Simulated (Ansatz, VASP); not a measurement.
## Al2Ru in VASP and in Ansatz

INCAR

```
SYSTEM = Al2Ru
  PREC = Accurate
  ENCUT = 520
  EDIFF = 1E-6
  ISMEAR = 0
  SIGMA = 0.01
  LREAL = .FALSE.
  LASPH = .TRUE.
  NELM = 80
  ALGO = Normal
  ISIF = 2
  LWAVE = .FALSE.
  LCHARG = .FALSE.
  GGA = CA
  NBANDS = 29
```

File KPOINTS:

```
Automatic mesh
0
G
  10 10 10
  0 0 0
```

The input POSCAR:

```
Al2Ru
1.0
    0.0000000000      3.9579375332      4.3507976798
    2.3322633091      0.0000000000      4.3507976798
    2.3322633091      3.9579375332      0.0000000000
Al Ru
4 2
Direct
    0.0788628326      0.4211371674      0.0788628326
    0.4211371674      0.0788628326      0.4211371674
    0.1711371674      0.8288628326      0.1711371674
    0.8288628326      0.1711371674      0.8288628326
    0.7500000000      0.7500000000      0.7500000000
    0.5000000000      0.5000000000      0.5000000000
```

Input for Ansatz:

```yaml
crystal:
  lattice:
    - [0.0, 3.9579375332, 4.3507976798]
    - [2.3322633091, 0.0, 4.3507976798]
    - [2.3322633091, 3.9579375332, 0.0]
  atoms:
    - { symbol: Al, position: [0.0788628326, 0.4211371674, 0.0788628326] }
    - { symbol: Al, position: [0.4211371674, 0.0788628326, 0.4211371674] }
    - { symbol: Al, position: [0.1711371674, 0.8288628326, 0.1711371674] }
    - { symbol: Al, position: [0.8288628326, 0.1711371674, 0.8288628326] }
    - { symbol: Ru, position: [0.75, 0.75, 0.75] }
    - { symbol: Ru, position: [0.5, 0.5, 0.5] }
basis:
  ecutwfc: 420
kpoints:
  mp_grid: { grid: [10, 10, 10] }
hamiltonian:
  xc: lda
scf:
  occupations: { method: gaussian, width: 0.01 }
  n_extra_bands: 24
output:
  eigenvalues: true
  optics: { e_range: [0, 14], sigma: 0.1, nscf_kmesh: { grid: [16, 16, 16] } }
checkpoint:
  read: start.run
  write: ck
  compress: false
  write_wavefunctions: false
  write_every: 100000
```

Alike in both runs: task single point; functional LDA; k mesh 10 × 10 × 10; occupations gaussian, width 0.01 eV; no spin polarisation.

|  | VASP | Ansatz |
| --- | --- | --- |
| version | VASP 6.6.1 | Ansatz 0.2.0 |
| potentials or method | VASP PAW LDA potentials, release 64 (Al, Ru_pv), cutoff 520 eV | scalar-relativistic, plane waves, PAW |
| valence electrons in the cell | 40 | 44 |

VASP gave:

```
gap on the k mesh at the Fermi level (eV) : 0.08
least direct gap on the mesh (eV)         : 1.26
```

Task: Which values does Ansatz return?

Result: gap on the k mesh at the Fermi level (eV): 0.08; least direct gap on the mesh (eV): 1.25.

LDA's correlation is that of Perdew and Zunger in VASP and of Perdew and Wang (1992) in Ansatz. VASP's potentials hold 40 valence electrons a cell and Ansatz's 44, so a difference there can come from the potentials and not from the codes.
